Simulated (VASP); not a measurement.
# BaO (Fm-3m) in VASP: single point with PBE

Aim: the single point of BaO with PBE.

Program: VASP 6.6.1. These are calculated values, not measurements. Logs are shortened: lines on timing, memory, paths and dates and some standing lists are left out, and cuts for length are marked.

## (1) The cell of the first run

The structure is cubic, space group Fm-3m (No. 225). The conventional cell has a = 5.574 Å, b = 5.574 Å, c = 5.574 Å, α = 90.00°, β = 90.00°, γ = 90.00°. Ba (site symmetry m-3m) has 6 O at 2.79 Å within 3.7 Å. Within 3.7 Å of O (site symmetry m-3m) lie 6 Ba at 2.79 Å.

## (2) Single point, PBE

The input, INCAR:

```
SYSTEM = BaO
ALGO = Normal ; EDIFF = 1E-6
ENCUT = 600 ; GGA = PE
GGA_COMPAT = .False. ; ISIF = 2
ISMEAR = 0 ; LASPH = .True.
LCHARG = .False. ; LREAL = .False.
LWAVE = .False. ; NBANDS = 15
NELM = 120 ; PREC = Accurate
SIGMA = 0.02
```

The input, KPOINTS:

```
k-points
0
Gamma
  8 8 8
  0 0 0
```

The input, POSCAR:

```
BaO
1.0
    0.0000000000      2.7870116223      2.7870116223
    2.7870116223      0.0000000000      2.7870116223
    2.7870116223      2.7870116223      0.0000000000
Ba O
1 1
Direct
    0.0000000000      0.0000000000      0.0000000000
    0.5000000000      0.5000000000      0.5000000000
```

Potentials or basis: VASP PAW PBE potentials, release 64 (Ba_sv, O).

Run with:

```
$ cat potpaw_PBE.64/Ba_sv/POTCAR potpaw_PBE.64/O/POTCAR > POTCAR
$ mpirun -np 1 vasp_std > vasp.out
```

OUTCAR:

```text
SYSTEM = BaO
   EDIFF = 1E-6
   ENCUT = 600
   GGA = PE
   ISIF = 2
   ISMEAR = 0
   LASPH = .True.
   LREAL = .False.
   NELM = 120
   PREC = Accurate

 ion  position               nearest neighbor table
   1  0.000  0.000  0.000-   2 2.79   2 2.79   2 2.79   2 2.79   2 2.79   2 2.79
   2  0.500  0.500  0.500-   1 2.79   1 2.79   1 2.79   1 2.79   1 2.79   1 2.79

  LATTYP: Found a face centered cubic cell.
 ALAT       =     5.5740232446

  Lattice vectors:

 A1 = (   0.0000000000,   2.7870116223,   2.7870116223)
 A2 = (   2.7870116223,   0.0000000000,   2.7870116223)
 A3 = (   2.7870116223,   2.7870116223,   0.0000000000)

Analysis of symmetry for initial positions (statically):
=====================================================================
 Subroutine PRICEL returns:
 Original cell was already a primitive cell.

 Routine SETGRP: Setting up the symmetry group for a
 face centered cubic supercell.

 Subroutine GETGRP returns: Found 48 space group operations
 (whereof 48 operations were pure point group operations)
 out of a pool of 48 trial point group operations.

The static configuration has the point symmetry O_h .

Analysis of symmetry for dynamics (positions and initial velocities):
=====================================================================
 Subroutine PRICEL returns:
 Original cell was already a primitive cell.

 Routine SETGRP: Setting up the symmetry group for a
 face centered cubic supercell.

 Subroutine GETGRP returns: Found 48 space group operations
 (whereof 48 operations were pure point group operations)
 out of a pool of 48 trial point group operations.

The dynamic configuration has the point symmetry O_h .

 Subroutine INISYM returns: Found 48 space group operations
 (whereof 48 operations are pure point group operations),
 and found     1 'primitive' translations

----------------------------------------------------------------------------------------

                                     Primitive cell

  volume of cell :      43.2959

  direct lattice vectors                    reciprocal lattice vectors
     0.000000000  2.787011622  2.787011622    -0.179403629  0.179403629  0.179403629
     2.787011622  0.000000000  2.787011622     0.179403629 -0.179403629  0.179403629
     2.787011622  2.787011622  0.000000000     0.179403629  0.179403629 -0.179403629

  length of vectors
     3.941429635  3.941429635  3.941429635     0.310736201  0.310736201  0.310736201

  position of ions in fractional coordinates (direct lattice)
[... 90 lines left out ...]
   NELECT =      16.0000    total number of electrons
   NUPDOWN=      -1.0000    fix difference up-down
   EMIN   =  10.00;   EMAX   =-10.00  energy-range for DOS
   EFERMI =   0.00;   METHOD = LEGACY
   ISMEAR =     0;   SIGMA  =   0.02  broadening in eV -4-tet -1-fermi 0-gaus
   EFERMI_NEDOS =   21; number of points for ismear=-14 and -15
   IALGO  =     38    algorithm
   IMIX   =      4    mixing-type and parameters
     AMIX     =   0.40;   BMIX     =  1.00
     AMIX_MAG =   1.60;   BMIX_MAG =  1.00
  volume/ion in A,a.u.               =      21.65       146.09
  Fermi-wavevector in a.u.,A,eV,Ry     =   1.174806  2.220061 18.778332  1.380168
  Thomas-Fermi vector in A             =   2.311197
   LORBIT       =      0    0 simple, 1 ext, 2 COOP (PROOUT), +10 PAW based schemes
   GGA     = PE    functional components
   LHFCALC =     F    Hartree Fock is set to
   AEXX    =    0.0000 exact exchange contribution
   IVDW    =     0    specifies the selected vdW correction
   LEPSILON=     F    determine dielectric tensor
   LRPA    =     F    only Hartree local field effects (RPA)
 non-spin polarized calculation
 Gauss-broadening in eV      SIGMA  =   0.02
  energy-cutoff  :      600.00
  volume of cell :       43.30
 maximum number of plane-waves:      1459
   NGX = 15   NGY = 15   NGZ = 15

 number of electron      16.0000002 magnetization

 Free energy of the ion-electron system (eV)
  ---------------------------------------------------
  ext. energy  EPLUGINS =         0.00000000
  ---------------------------------------------------
  free energy    TOTEN  =       -11.80658559 eV

  energy without entropy =      -11.80658559  energy(sigma->0) =      -11.80658559

 E-fermi :   1.9016     XC(G=0):  -9.5326

 val. band max:        1.7448538971   @ k =   0.5000   0.5000   0.0000
 cond. band min:       3.7829233819   @ k =   0.5000   0.5000   0.0000
 fundamental gap:      2.0380694848
 Fermi energy:         1.9015727955

 k-point     1 :       0.0000    0.0000    0.0000
  band No.  band energies     occupation
      1     -24.1669      2.00000
      2     -13.2159      2.00000
      3      -8.7152      2.00000
      4      -8.7152      2.00000
      5      -8.7152      2.00000
      6       1.4513      2.00000
      7       1.4513      2.00000
      8       1.4513      2.00000
      9       5.2115      0.00000
     10       6.4386      0.00000
     11       6.4386      0.00000
     12       6.4386      0.00000
     13       8.6572      0.00000
     14       8.6572      0.00000
[... 401 lines left out ...]
      2     -13.7375      2.00000
      3      -9.3048      2.00000
      4      -9.3019      2.00000
      5      -8.8238      2.00000
      6       0.2821      2.00000
      7       0.8636      2.00000
      8       0.9325      2.00000
      9       6.5844      0.00000
     10       7.1840      0.00000
     11       9.4853      0.00000
     12       9.5362      0.00000
     13      11.6847      0.00000
     14      13.3702      0.00000
     15      13.7190      0.00000

 [... further k-points ...]

------------------------ aborting loop because EDIFF is reached ----------------------------------------

  FORCE on cell =-STRESS in cart. coord.  units (eV):
  Direction    XX          YY          ZZ          XY          YZ          ZX
  --------------------------------------------------------------------------------------
  -------------------------------------------------------------------------------------
  Total        0.4054216      0.4054216      0.4054216     -0.0000000      0.0000000      0.0000000
  in kB       15.0027578     15.0027578     15.0027578     -0.0000000      0.0000000      0.0000000
  external PRESSURE =      15.0027578 kB  Pullay stress =       0.0000000 kB

 VOLUME and BASIS-vectors are now :
 -----------------------------------------------------------------------------
  energy-cutoff  :      600.00
  volume of cell :       43.30
      direct lattice vectors                 reciprocal lattice vectors
     0.000000000  2.787011622  2.787011622    -0.179403629  0.179403629  0.179403629
     2.787011622  0.000000000  2.787011622     0.179403629 -0.179403629  0.179403629
     2.787011622  2.787011622  0.000000000     0.179403629  0.179403629 -0.179403629

 POSITION                                       TOTAL-FORCE (eV/Angst)
 -----------------------------------------------------------------------------------
      0.00000      0.00000      0.00000        -0.000000      0.000000     -0.000000
      2.78701      2.78701      2.78701         0.000000     -0.000000      0.000000
 -----------------------------------------------------------------------------------
    total drift:                                0.000000     -0.000000      0.000000

  FREE ENERGIE OF THE ION-ELECTRON SYSTEM (eV)
  ---------------------------------------------------
  free  energy   TOTEN  =       -11.8065855931 eV

  energy  without entropy=      -11.8065855931  energy(sigma->0) =      -11.80658559
```

Wall time 14 s (1 thread of AMD EPYC 9R45 (Zen 5), shared host); peak memory 0.15 GiB.

What came out:

```
Free energy            : -11.8066 eV
Pressure               : 1.5 GPa
Band gap on the k mesh : 2.04 eV
```

Levels at points of the mesh, in eV from the valence-band top:
| k point | band 4 | band 5 | band 6 | band 7 | band 8 | band 9 | band 10 | band 11 | band 12 | band 13 |
| --- | --- | --- | --- | --- | --- | --- | --- | --- | --- | --- |
| (0.00, 0.00, 0.00) | -10.46 | -10.46 | -0.29 | -0.29 | -0.29 | 3.47 | 4.69 | 4.69 | 4.69 | 6.91 |
| (0.50, 0.00, 0.00) | -10.58 | -10.58 | -1.92 | -1.39 | -1.39 | 4.91 | 7.10 | 7.10 | 8.08 | 10.35 |
| (0.50, 0.50, 0.00) | -11.01 | -11.01 | -0.13 | -0.13 | 0.00 | 2.04 | 5.90 | 8.80 | 9.28 | 9.61 |

Caveat: spin-orbit coupling is left out, which moves the levels of the heavy elements. A k mesh can miss the band edges.
